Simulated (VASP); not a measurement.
**Sn8Se7: single point with PBE+D3(BJ)**

Crystal: Sn8Se7.

```
CELL_PARAMETERS angstrom
-5.97966 5.99711 -0.16917
-0.18936 5.97692 -5.96498
-6.00601 0.14283 -6.01151
ATOMIC_POSITIONS crystal
Sn 0.00963 0.99593 0.50423
Sn 0.00374 0.50736 0.49953
Sn 0.03852 0.98001 0.97504
Sn 0.99856 0.50179 0.99987
Sn 0.45816 0.96054 0.55503
Sn 0.50039 0.50643 0.49746
Sn 0.50755 0.01127 0.00296
Sn 0.49100 0.52627 0.98871
Se 0.25023 0.24856 0.74086
Se 0.24740 0.75316 0.24447
Se 0.24735 0.25271 0.24319
Se 0.74631 0.75488 0.74051
Se 0.74861 0.25261 0.74339
Se 0.74917 0.74992 0.24265
Se 0.75596 0.25634 0.25233
```

```json
{
 "Program": "VASP 6.6.1",
 "Task": "single point",
 "Functional": "PBE",
 "Dispersion": "D3(BJ)",
 "Potentials or basis": "VASP PAW PBE potentials, release 64 (Sn_d, Se)",
 "Cutoff": "520 eV",
 "k mesh": "2 × 2 × 2, shifted",
 "Occupations": "gaussian, width 0.1 eV",
 "Spin": "no spin polarisation"
}
```

```json
{
  "Pressure": "0.0 GPa",
  "Largest force": "0.031 eV/Å",
  "Band gap on the k mesh": "1.10 eV, direct",
  "Dispersion energy per atom": "-0.353 eV"
}
```

Forces in eV/Å, atoms in the order of the input:
```
Sn  -0.006 -0.011  0.010
Sn   0.014 -0.011  0.003
Sn   0.005 -0.015 -0.009
Sn   0.015  0.020  0.009
Sn  -0.002 -0.007 -0.001
Sn   0.000 -0.021 -0.021
Sn   0.024 -0.006  0.019
Sn   0.015 -0.002 -0.005
Se  -0.013  0.013 -0.002
Se  -0.010  0.011  0.000
Se  -0.015  0.004 -0.015
Se  -0.009  0.000 -0.005
Se  -0.012  0.015 -0.007
Se  -0.019  0.007 -0.007
Se   0.013  0.003  0.028
```

Levels at points of the mesh, in eV from the valence-band top:
```tsv
k point	band 75	band 76	band 77	band 78	band 79	band 80
(0.25, 0.25, 0.25)	-0.60	-0.32	-0.11	1.23	1.33	1.53
```

Wall time 3.7 min on 1 thread of Intel(R) Xeon(R) Platinum 8488C (Sapphire Rapids) (shared host), peak memory 0.56 GiB.

Caveat: spin-orbit coupling is left out, which moves the levels of the heavy elements. A k mesh can miss the band edges.
